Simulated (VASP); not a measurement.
## TaN: single point with PBE

Crystal: TaN.

```xyz
2
Lattice="0.0000 2.2171 2.2171 2.2171 0.0000 2.2171 2.2171 2.2171 0.0000" Properties=species:S:1:pos:R:3 pbc="T T T"
Ta    2.2171    2.2171    2.2171
N     0.0000    0.0000    0.0000
```

```
Program                : VASP 6.6.1
Task                   : single point
Functional             : PBE
Potentials or basis    : VASP PAW PBE potentials, release 64 (Ta_pv, N)
Cutoff                 : 520 eV
k mesh                 : 11 × 11 × 11
Occupations            : gaussian, width 0.15 eV
Spin                   : no spin polarisation
Dipole correction      : no
Further INCAR settings : ALGO = Normal; EDIFF = 1e-06; NBANDS = 15
```

```json
{
 "Pressure": "-2.9 GPa",
 "Band gap on the k mesh": "zero (band 8 reaches 10.88 eV, above the bottom of band 9 at 7.23 eV)"
}
```

Levels at points of the mesh, in eV from the Fermi level:
```
           k point  band 6  band 7  band 8  band 9  band 10  band 11
(0.00, 0.00, 0.00)   -3.78   -3.78   -2.07   -2.07    -2.07     0.03
```

It took 8.6 s on 1 thread of Intel Xeon 6975P-C (shared host), peak memory 0.15 GiB.

Caveat: spin-orbit coupling is left out, which moves the levels of the heavy elements.
